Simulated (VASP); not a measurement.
# CsPbBr3 (P1) in VASP: a series of runs, part 2 of 2

VASP 6.6.1. The steps go on from the part before.

### 3 Single point, r2SCAN

This run uses another cell than the first one, of 43.72 Å³/atom.

The input, POSCAR:

```
CsPbBr3
1.0
    8.4766020000      0.0274870000      0.0482240000
    0.0274870000      8.3181030000      0.1029040000
    0.0710920000      0.1517020000     12.4029360000
Cs Pb Br
4 4 12
Direct
    0.0243242127      0.5030600774      0.2473656314
    0.4929307097      0.0070568479      0.2620349514
    0.4926028838      0.0029139119      0.7542524500
    0.0196563616      0.5161921431      0.7707234686
    0.0139066695      0.0014316084      0.0053359984
    0.0035691192     -0.0100453152      0.4954441098
    0.4902206714      0.4938162428      0.5010542610
    0.4853246495      0.5108396077      0.0035820765
    0.0231750733     -0.0096118227      0.2393845699
   -0.0327961430     -0.0194606410      0.7572549063
    0.1712374425      0.6746310299      0.0161026401
    0.3277697872      0.8191599915      0.4952697321
    0.3084675327      0.2098257063      0.0123222886
    0.1254573770      0.3324748217      0.4910399404
    0.5089618168      0.5050655085      0.7377835832
    0.4915119293      0.4655220222      0.2440948861
    0.6747308064      0.1989015969      0.4783701223
    0.8222034311      0.3130706054     -0.0168319949
    0.8111111518      0.6506606199      0.4775344640
    0.7018742989      0.7961541945      0.0000987962
```

The input, INCAR.step1:

```
SYSTEM = CsPbBr3
ALGO = Normal
EDIFF = 1E-4
ENCUT = 520
GGA = PE
ISMEAR = -1
LASPH = .TRUE.
LCHARG = .FALSE.
LREAL = Auto
LWAVE = .TRUE.
NBANDS = 104
NELM = 60
PREC = Accurate
SIGMA = 0.05
```

The input, INCAR.step2:

```
SYSTEM = CsPbBr3
ALGO = Normal
EDIFF = 1E-6
ENCUT = 520
ISIF = 2
ISMEAR = -1
ISTART = 1
LASPH = .TRUE.
LCHARG = .TRUE.
LELF = .TRUE.
LMIXTAU = .TRUE.
LREAL = Auto
LVHAR = .TRUE.
LWAVE = .FALSE.
METAGGA = R2SCAN
NBANDS = 104
NELM = 60
PREC = Accurate
SIGMA = 0.05
```

The input, KPOINTS:

```
k-points
0
G
  1 1 1
  0 0 0
```

Potentials or basis: VASP PAW PBE potentials, release 64 (Cs_sv, Pb_d, Br).

Command:

```bash
> cat potpaw_PBE.64/Cs_sv/POTCAR potpaw_PBE.64/Pb_d/POTCAR potpaw_PBE.64/Br/POTCAR > POTCAR
> cp INCAR.step1 INCAR
> mpirun -np 1 vasp_gam > vasp.out
> cp INCAR.step2 INCAR
> mpirun -np 1 vasp_gam > vasp.out
```

OUTCAR:

```text
SYSTEM = CsPbBr3
   EDIFF = 1E-6
   ENCUT = 520
   ISIF = 2
   ISMEAR = -1
   ISTART = 1
   LASPH = .TRUE.
   LREAL = Auto
   METAGGA = R2SCAN
   NELM = 60
   PREC = Accurate

 ion  position               nearest neighbor table
   1  0.024  0.503  0.247-
   2  0.493  0.007  0.262-
   3  0.493  0.003  0.754-
   4  0.020  0.516  0.771-
   5  0.014  0.001  0.005-   9 2.90  11 3.02  13 3.05  18 3.06  10 3.12  20 3.16
   6  0.004  0.990  0.495-  14 3.04  12 3.09   9 3.18  10 3.26  17 3.28  19 3.28
[... 332 lines left out ...]
  Total        0.5305605      2.9035641     -2.1657378      0.2989885     -1.0410336     -0.2507214
  in kB        0.9722081      5.3205404     -3.9685349      0.5478717     -1.9076078     -0.4594261
  external PRESSURE =       0.7747379 kB  Pullay stress =       0.0000000 kB

 VOLUME and BASIS-vectors are now :
 -----------------------------------------------------------------------------
  energy-cutoff  :      520.00
  volume of cell :      874.35
      direct lattice vectors                 reciprocal lattice vectors
     8.476602000  0.027487000  0.048224000     0.117976858 -0.000381544 -0.000671561
     0.027487000  8.318103000  0.102904000    -0.000381544  0.120239146 -0.001468474
     0.071092000  0.151702000 12.402936000    -0.000455542 -0.000996110  0.080640866

 POSITION                                       TOTAL-FORCE (eV/Angst)
 -----------------------------------------------------------------------------------
      0.23760      4.22270      3.12100        -0.244820     -0.107423     -0.079380
      4.19720      0.11200      3.27450         0.067800      0.006592     -0.254420
      4.22930      0.15220      9.37900         0.152568      0.042497      0.040377
      0.23560      4.41120      9.61330        -0.078659      0.012548     -0.185559
      0.11830      0.01310      0.06700        -0.374587      0.330203     -0.271115
      0.09269      8.30980      6.24700        -0.040447      0.208917      0.193744
[... 12 lines left out ...]
      6.92730      5.50700      6.02890        -0.141736      0.259242      0.091128
      5.97140      6.64180      0.11700        -0.084690      0.285886      0.063040
 -----------------------------------------------------------------------------------
    total drift:                               -0.012712      0.001792     -0.005716

  FREE ENERGIE OF THE ION-ELECTRON SYSTEM (eV)
  ---------------------------------------------------
  free  energy   TOTEN  =      -510.9318456557 eV

  energy  without entropy=     -510.9318456556  energy(sigma->0) =     -510.93184566
```

OSZICAR.step1:

```text
N       E                     dE             d eps       ncg     rms          rms(c)
DAV:   1     0.228006201586E+04    0.22801E+04   -0.78417E+04   208   0.164E+03
DAV:   2     0.376337190471E+03   -0.19037E+04   -0.18155E+04   256   0.394E+02
DAV:   3    -0.282892108890E+02   -0.40463E+03   -0.39567E+03   264   0.209E+02
DAV:   4    -0.633162025556E+02   -0.35027E+02   -0.34770E+02   272   0.661E+01
DAV:   5    -0.646541028786E+02   -0.13379E+01   -0.13333E+01   232   0.130E+01    0.779E+00
DAV:   6    -0.610036268337E+02    0.36505E+01   -0.56715E+00   304   0.135E+01    0.459E+00
DAV:   7    -0.606034713767E+02    0.40016E+00   -0.41061E+00   304   0.590E+00    0.245E+00
DAV:   8    -0.606582528795E+02   -0.54782E-01   -0.58253E-01   280   0.297E+00    0.858E-01
DAV:   9    -0.606563229962E+02    0.19299E-02   -0.12755E-01   280   0.136E+00    0.303E-01
DAV:  10    -0.606590159104E+02   -0.26929E-02   -0.15364E-02   264   0.481E-01    0.147E-01
DAV:  11    -0.606611983679E+02   -0.21825E-02   -0.36042E-03   264   0.211E-01    0.688E-02
DAV:  12    -0.606612488810E+02   -0.50513E-04   -0.51720E-04   184   0.711E-02
   1 F= -.60661249E+02 E0= -.60661249E+02  d E =-.477294E-08
```

It took 7.7 min on 1 thread of Intel Xeon Platinum 8259CL at 2.50GHz (Skylake/Cascade Lake), shared host; peak memory 0.86 GiB.

What came out:

```
Free energy   : -510.9318 eV
Pressure      : 0.1 GPa
Largest force : 0.581 eV/Å
```

Forces in eV/Å, atoms in the order of the input:
```
Cs  -0.245 -0.107 -0.079
Cs   0.068  0.007 -0.254
Cs   0.153  0.042  0.040
Cs  -0.079  0.013 -0.186
Pb  -0.375  0.330 -0.271
Pb  -0.040  0.209  0.194
Pb   0.195 -0.073  0.058
Pb   0.349  0.115  0.237
Br  -0.013 -0.020  0.488
Br   0.039 -0.086 -0.471
Br   0.110 -0.109 -0.211
Br  -0.223  0.523  0.119
Br   0.086 -0.437 -0.067
Br   0.150 -0.457  0.289
Br  -0.051 -0.044  0.015
Br  -0.037  0.038 -0.305
Br   0.158 -0.434  0.120
Br  -0.019 -0.054  0.130
Br  -0.142  0.259  0.091
Br  -0.085  0.286  0.063
```

Stress tensor (GPa, compression positive):
```
 0.10  0.05 -0.05
 0.05  0.53 -0.19
-0.05 -0.19 -0.40
```

Levels at points of the mesh, in eV from the Fermi level:
```csv
k point,band 86,band 87,band 88,band 89,band 90,band 91
"(0.00, 0.00, 0.00)",-1.89,-1.65,-1.21,1.27,1.51,1.59
```

Caveat: the k points lie up to 0.76 Å⁻¹ apart; the PAW data sets were made with another functional, which shifts forces and pressure a little; spin-orbit coupling is left out, which moves the levels of the heavy elements.

### 4 Single point, r2SCAN

This run uses another cell than the first one, of 44.60 Å³/atom.

The input, POSCAR:

```
CsPbBr3
1.0
    8.5475340000      0.0372820000      0.0813190000
    0.0372820000      8.4179830000      0.0686350000
    0.1198820000      0.1011830000     12.3993520000
Cs Pb Br
4 4 12
Direct
    0.0292007451      0.5105863078      0.2441564151
    0.4957399989      0.0156261205      0.2666199347
    0.4756843711     -0.0050643789      0.7520768357
    0.0328759750      0.5232682771      0.7739527066
    0.0127443590      0.0013685500      0.0059736760
    0.0062985104     -0.0108993419      0.5002387131
    0.4904652103      0.4909511100      0.4990599049
    0.4843628987      0.5100944531      0.0106297297
    0.0321934012     -0.0138721518      0.2389265326
   -0.0555164822     -0.0266530050      0.7534300078
    0.1609473601      0.6662690209      0.0213303524
    0.3265135069      0.8359153645      0.5050808459
    0.3149525352      0.2090364443      0.0078343738
    0.1160749178      0.3282019284      0.4938995816
    0.5168179687      0.5068087590      0.7306017331
    0.4938399921      0.4622785782      0.2414975343
    0.6837830905      0.2063232625      0.4742049783
    0.8392683220      0.3138638063     -0.0206535392
    0.8079061761      0.6471675260      0.4776929903
    0.7015469837      0.7936765350     -0.0040585257
```

The input, INCAR.step1:

```
ALGO = Normal ; EDIFF = 1E-4
ENCUT = 520 ; GGA = PE
ISMEAR = -1 ; LASPH = T
LCHARG = F ; LREAL = Auto
LWAVE = T ; NBANDS = 104
NELM = 60 ; PREC = Accurate
SIGMA = 0.05
```

The input, INCAR.step2:

```
ALGO = Normal ; EDIFF = 1E-6
ENCUT = 520 ; ISIF = 2
ISMEAR = -1 ; ISTART = 1
LASPH = T ; LCHARG = F
LMIXTAU = T ; LREAL = Auto
LWAVE = F ; METAGGA = R2SCAN
NBANDS = 104 ; NELM = 60
PREC = Accurate ; SIGMA = 0.05
```

The input, KPOINTS:

```
k-points
0
Gamma
  1 1 1
```

Command:

```bash
> cat potpaw_PBE.64/Cs_sv/POTCAR potpaw_PBE.64/Pb_d/POTCAR potpaw_PBE.64/Br/POTCAR > POTCAR
> cp INCAR.step1 INCAR
> mpirun -np 1 vasp_gam > vasp.out
> cp INCAR.step2 INCAR
> mpirun -np 1 vasp_gam > vasp.out
```

Wall time 6.9 min (1 thread of Intel Xeon Platinum 8259CL at 2.50GHz (Skylake/Cascade Lake), shared host); peak memory 0.87 GiB.

It converged, with:

```yaml
Free_energy: -510.8882 eV
Pressure: -0.2 GPa
Largest_force: 0.684 eV/Å
```

Forces in eV/Å, atoms in the order of the input:
```
Cs  -0.368 -0.293  0.350
Cs   0.008 -0.045 -0.245
Cs   0.245  0.069  0.094
Cs  -0.131 -0.002 -0.298
Pb  -0.348  0.351 -0.169
Pb  -0.066  0.237  0.274
Pb   0.364 -0.015  0.203
Pb   0.169  0.150  0.146
Br  -0.021 -0.011  0.255
Br   0.119 -0.079 -0.474
Br   0.477  0.094 -0.481
Br  -0.160  0.281  0.045
Br   0.046 -0.427 -0.096
Br   0.232 -0.456  0.220
Br  -0.076 -0.042 -0.023
Br  -0.034  0.030 -0.337
Br  -0.062 -0.188  0.154
Br  -0.097 -0.146  0.243
Br  -0.253  0.237  0.055
Br  -0.045  0.254  0.085
```

Stress tensor (GPa, compression positive):
```
-0.38  0.19 -0.08
 0.19 -0.01 -0.12
-0.08 -0.12 -0.25
```

Levels at points of the mesh, in eV from the Fermi level:
```csv
k point,band 85,band 86,band 87,band 88,band 89,band 90,band 91,band 92
"(0.00, 0.00, 0.00)",-1.77,-1.72,-1.56,-1.21,1.55,1.64,1.78,2.01
```

Caveat: the k points lie up to 0.75 Å⁻¹ apart; the PAW data sets were made with another functional, which shifts forces and pressure a little; spin-orbit coupling is left out, which moves the levels of the heavy elements.

### 5 Overview

```tsv
cell	pressure (GPa)	largest force (eV/Å)
a = 8.299, b = 8.229, c = 12.235 Å, angles 89.3, 90.0, 89.7°, 20 atoms, atomic positions A	1.0	0.49
a = 8.477, b = 8.319, c = 12.404 Å, angles 88.6, 89.3, 89.6°, 20 atoms, atomic positions B	0.1	0.58
a = 8.548, b = 8.418, c = 12.400 Å, angles 89.1, 88.9, 89.5°, 20 atoms, atomic positions C	-0.2	0.68
```

Alike in all rows: task single point; level r2SCAN; potentials or basis VASP PAW PBE potentials, release 64 (Cs_sv, Pb_d, Br); no spin polarisation; k mesh 1 × 1 × 1; cutoff (eV) 520; smearing fermi-dirac 0.05 eV.

Caveats: all runs use coarse meshes; the PAW data sets were made with another functional, which shifts forces and pressure a little; spin-orbit coupling is left out, which moves the levels of the heavy elements.

Total energies depend on the potentials used, so only differences within one code and one set of settings carry meaning.
